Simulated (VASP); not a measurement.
A run of VASP 6.6.1 is set up as follows.

INCAR

```
SYSTEM = In
  PREC = Accurate
  ENCUT = 500
  EDIFF = 1E-6
  ISMEAR = 0
  SIGMA = 0.1
  LREAL = .False.
  LASPH = .True.
  NELM = 120
  ALGO = Normal
  ISIF = 2
  LWAVE = .False.
  LCHARG = .False.
  GGA = PE
  NBANDS = 26
  GGA_COMPAT = .False.
```

File KPOINTS:

```
regular mesh
0
Gamma
  4 4 4
  0 0 0
```

File POSCAR:

```
In
1.0
    1.7441759604      1.0070004603      8.5738766387
   -1.7441759604      1.0070004603      8.5738766387
    0.0000000000     -2.0140009206      8.5738766387
In
3
Direct
    0.0000000000      0.0000000000      0.0000000000
    0.7780122400      0.7780122400      0.7780122400
    0.2219877600      0.2219877600      0.2219877600
```

Potentials or basis: VASP PAW PBE potentials, release 64 (In_d).

Launch:

```sh
$ cat potpaw_PBE.64/In_d/POTCAR > POTCAR
$ mpirun -np 1 vasp_std > vasp.out
```

Question: What does it give for the pressure?

Answer: -1.8 GPa.

Question: Estimate the largest force.

Answer: 0.226 eV/Å.

Forces in eV/Å, atoms in the order of the input:
```
In   0.000  0.000  0.000
In   0.000  0.000 -0.226
In   0.000  0.000  0.226
```

Caveat: the k points lie up to 0.52 Å⁻¹ apart, too coarse for converged energies and pressures of a metal.
